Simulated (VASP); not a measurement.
# TaN: single point with PBE

The system is TaN.

```xyz
2
Lattice="0.0000 2.1662 2.1662 2.1662 0.0000 2.1662 2.1662 2.1662 0.0000" Properties=species:S:1:pos:R:3 pbc="T T T"
Ta    2.1662    2.1662    2.1662
N     0.0000    0.0000    0.0000
```

- Program: VASP 6.6.1
- Task: single point
- Functional: PBE
- Potentials or basis: VASP PAW PBE potentials, release 64 (Ta_sv_GW, N)
- Cutoff: 600 eV
- k mesh: 10 × 10 × 10
- Occupations: fermi-dirac, width 0.05 eV
- Spin: no spin polarisation

```yaml
Pressure: 21.8 GPa
Band_gap_on_the_k_mesh: zero (band 9 reaches 16.57 eV, above the bottom of band 10 at 12.29 eV)
```

Levels at points of the mesh, in eV from the Fermi level:
```
           k point  band 6  band 7  band 8  band 9  band 10  band 11  band 12  band 13
(0.00, 0.00, 0.00)   -3.97   -3.97   -3.97   -2.26    -2.26    -2.26     0.06     0.06
(0.50, 0.00, 0.00)  -10.77   -7.93   -7.93    2.02     2.02     2.11     3.91     8.00
(0.50, 0.50, 0.00)   -6.74   -5.80   -4.75   -4.75     2.25     3.79     3.79     5.00
```

It took 14 s on 1 thread of Intel(R) Xeon(R) Platinum 8488C (Sapphire Rapids) (shared host), peak memory 0.15 GiB.

Caveat: spin-orbit coupling is left out, which moves the levels of the heavy elements.
